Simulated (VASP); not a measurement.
**AlFe: single point with PBEsol**

The system is AlFe.

```
Al Fe
1.0
    -2.91000    0.00000    0.00000
     0.00000   -2.91000    0.00000
     0.00000    0.00000    2.91000
Al Fe
1 1
Direct
  0.00000 0.00000 0.00000
  0.50000 0.50000 0.50000
```

- Program: VASP 6.6.1
- Task: single point
- Functional: PBEsol
- Potentials or basis: VASP PAW PBE potentials, release 64 (Al, Fe)
- Cutoff: 520 eV
- k mesh: 6 × 6 × 6
- Occupations: gaussian, width 0.1 eV
- Spin: collinear spin, ferromagnetic start
- Starting moments: [0.0, 4.0] μB
- Dipole correction: no
- Further INCAR settings: ALGO = Fast; EDIFF = 1e-06; NBANDS = 16

```yaml
Pressure: -10.9 GPa
Net_moment: 0.73 μB per cell
Site_moments: Al -0.02; Fe +0.77 μB
Valence_electrons_inside_the_program's_atomic_spheres: Al 0.81; Fe 7.35
```

Levels at points of the mesh, in eV from the Fermi level:
Spin up:
```tsv
k point	band 3	band 4	band 5	band 6	band 7	band 8	band 9	band 10
(0.00, 0.00, 0.00)	-2.38	-0.39	-0.39	-0.39	6.17	6.17	6.17	9.17
(0.50, 0.00, 0.00)	-1.79	-1.28	-1.28	-0.27	0.83	8.69	10.81	10.81
(0.50, 0.50, 0.00)	-2.04	-2.04	-1.06	-1.06	0.41	3.08	3.81	12.44
(0.50, 0.50, 0.50)	-3.47	0.45	0.45	2.94	2.94	2.94	3.98	5.72
```
Spin down:
| k point | band 1 | band 2 | band 3 | band 4 | band 5 | band 6 | band 7 | band 8 | band 9 | band 10 |
| --- | --- | --- | --- | --- | --- | --- | --- | --- | --- | --- |
| (0.00, 0.00, 0.00) | -10.14 | -2.02 | -2.02 | 0.49 | 0.49 | 0.49 | 6.21 | 6.21 | 6.21 | 9.26 |
| (0.50, 0.00, 0.00) | -6.09 | -5.76 | -1.38 | -0.52 | -0.52 | 0.62 | 1.32 | 8.61 | 10.91 | 10.91 |
| (0.50, 0.50, 0.00) | -4.50 | -2.13 | -2.02 | -2.02 | -0.25 | -0.25 | 0.93 | 3.42 | 4.39 | 12.40 |
| (0.50, 0.50, 0.50) | -3.03 | -3.03 | -3.03 | 0.97 | 0.97 | 3.01 | 3.01 | 3.01 | 3.93 | 6.16 |

Run time: 16 s on 1 thread of Intel(R) Xeon(R) Platinum 8259CL CPU @ 2.50GHz (Skylake/Cascade Lake), with other jobs on the host, peak memory 0.15 GiB.

Caveat: the cell stands under tension; the PAW data sets were made with another functional, which shifts forces and pressure a little.
